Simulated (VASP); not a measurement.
Crystal: Si.

```xyz
8
Lattice="-5.0920 -0.0227 0.0624 0.0227 4.9280 -0.0316 1.3270 -1.1960 -4.7562" Properties=species:S:1:pos:R:3 pbc="T T T"
Si   -2.4582    3.7150   -2.4448
Si   -2.4585    1.2502   -2.2656
Si   -0.0121    1.4001   -2.4320
Si    0.2533    3.4977   -2.3596
Si   -3.8311    3.9088    0.2439
Si   -3.8071    1.2128    0.0618
Si   -1.3015    1.1876   -0.0254
Si   -1.4506    3.5322   -0.2148
```

| Item | Value |
| --- | --- |
| Program | VASP 6.6.1 |
| Task | relaxation of cell and atoms |
| Functional | PBE |
| Potentials or basis | VASP PAW PBE potentials, release 64 (Si) |
| Cutoff | 600 eV |
| k mesh | 4 × 4 × 4 |
| Occupations | gaussian, width 0.2 eV |
| Spin | no spin polarisation |

At the start: pressure 7.6 GPa; volume 14.89 Å³/atom.

**Question.** How do energy, volume and symmetry change on relaxing?

**Answer.** Over 54 steps the energy falls by 219.8 meV/atom and the volume is 15.14 Å³/atom (+1.7 %); space group P1 (No. 1, to 0.1 Å) before, P2/m (No. 10, to 0.1 Å).

Step by step:
```
step  energy change (eV)  largest force (eV/Å)  pressure (GPa)  volume (Å³)
   1              0.0000                3.5681            7.63       119.13
   3             -0.8141                0.6802           -2.57       127.31
   5             -1.0211                0.5217            1.64       120.20
   7             -1.0918                0.2697           -1.29       123.42
   9             -1.1788                0.4349            1.11       121.60
  11             -1.2178                0.2759            0.21       122.27
  13             -1.2800                0.2916            0.24       123.24
  15             -1.3168                0.3090           -0.18       123.92
  17             -1.3917                0.2078           -0.01       123.59
  19             -1.4182                0.1995            0.28       123.34
  21             -1.4641                0.2699           -0.05       124.37
  23             -1.4885                0.4362            0.38       125.55
  25             -1.5395                0.2662           -0.13       125.33
  27             -1.5893                0.1578           -0.13       125.27
  29             -1.6387                0.2157           -0.64       125.10
  31             -1.6497                0.1586           -0.09       124.11
  33             -1.6657                0.2414            0.24       123.16
  35             -1.7004                0.3583           -0.16       122.44
  37             -1.7041                0.2819           -0.52       122.52
  39             -1.7246                0.1155            0.90       120.70
  41             -1.7332                0.1867           -0.21       121.78
  43             -1.7422                0.0593           -0.22       121.47
  45             -1.7451                0.0638            0.46       120.71
  47             -1.7512                0.0644            0.15       121.10
  49             -1.7550                0.0491           -0.19       121.46
  51             -1.7571                0.0402            0.09       121.09
  53             -1.7578                0.0279            0.07       121.10
  54             -1.7581                0.0163            0.01       121.16
```

Final structure:
```yaml
crystal:
  lattice:
    - [-4.94509, -0.02620, 0.67498]
    - [0.05476, 5.26032, 0.58669]
    - [1.82477, -1.83589, -5.11546]
  atoms:
    - { symbol: Si, position: [0.56510, 0.82648, 0.50454] }
    - { symbol: Si, position: [0.56449, 0.32598, 0.50442] }
    - { symbol: Si, position: [0.06478, 0.32672, 0.50445] }
    - { symbol: Si, position: [0.06455, 0.82612, 0.50428] }
    - { symbol: Si, position: [0.81021, 0.79870, 0.99543] }
    - { symbol: Si, position: [0.81046, 0.29908, 0.99576] }
    - { symbol: Si, position: [0.31024, 0.29829, 0.99534] }
    - { symbol: Si, position: [0.31018, 0.79864, 0.99578] }
```
